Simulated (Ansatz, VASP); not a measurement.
One calculation of ScAl2, two programs

File POSCAR:

```
ScAl2
1.0
    0.0000000000      3.7776526849      3.7776526849
    3.7776526849      0.0000000000      3.7776526849
    3.7776526849      3.7776526849      0.0000000000
Sc Al
2 4
Direct
    0.5000000000      0.5000000000      0.5000000000
    0.7500000000      0.7500000000      0.7500000000
    0.1250000000      0.1250000000      0.1250000000
    0.6250000000      0.1250000000      0.1250000000
    0.1250000000      0.6250000000      0.1250000000
    0.1250000000      0.1250000000      0.6250000000
```

File INCAR.step1:

```
PREC = Accurate
ENCUT = 520
ISMEAR = -1
SIGMA = 0.5
LREAL = F
LASPH = T
NELM = 80
NBANDS = 26
GGA = PE
ALGO = Normal
EDIFF = 1E-4
LWAVE = T
LCHARG = F
```

INCAR.step2

```
PREC = Accurate
ENCUT = 520
EDIFF = 1E-6
ISMEAR = -1
SIGMA = 0.5
LREAL = F
LASPH = T
NELM = 80
ALGO = Normal
ISIF = 2
LWAVE = F
LCHARG = F
METAGGA = R2SCAN
LMIXTAU = T
NBANDS = 26
ISTART = 1
```

File KPOINTS:

```
regular mesh
0
Gamma
  8 8 8
```

Input for Ansatz:

```yaml
crystal:
  lattice:
    - [0.0, 3.7776526849, 3.7776526849]
    - [3.7776526849, 0.0, 3.7776526849]
    - [3.7776526849, 3.7776526849, 0.0]
  atoms:
    - { symbol: Sc, position: [0.5, 0.5, 0.5] }
    - { symbol: Sc, position: [0.75, 0.75, 0.75] }
    - { symbol: Al, position: [0.125, 0.125, 0.125] }
    - { symbol: Al, position: [0.625, 0.125, 0.125] }
    - { symbol: Al, position: [0.125, 0.625, 0.125] }
    - { symbol: Al, position: [0.125, 0.125, 0.625] }
basis:
  ecutwfc: 500
kpoints:
  mp_grid: { grid: [8, 8, 8] }
hamiltonian:
  xc: r2scan
scf:
  occupations: { method: fermi_dirac, width: 0.5 }
output:
  forces: true
  stress: true
  eigenvalues: true
```

Alike in both runs: task single point; functional r2SCAN; k mesh 8 × 8 × 8; occupations fermi-dirac, width 0.5 eV; no spin polarisation.

|  | VASP | Ansatz |
| --- | --- | --- |
| version | VASP 6.6.1 | Ansatz 0.2.0 |
| potentials or method | VASP PAW PBE potentials, release 64 (Sc_sv, Al), cutoff 520 eV | scalar-relativistic, plane waves, PAW |
| valence electrons in the cell | 34 | 34 |

|  | VASP | Ansatz | Ansatz less VASP |
| --- | --- | --- | --- |
| gap on the k mesh at the Fermi level (eV) | none | none | - |
| pressure (GPa) | 1.3 | 1.3 | 0.00 |

VASP's potentials were made for PBE, not for r2SCAN. A gap of «none» marks a metal or a gap that the smearing closes. The functional is the same, so the differences come from potentials, cutoffs and numerics.
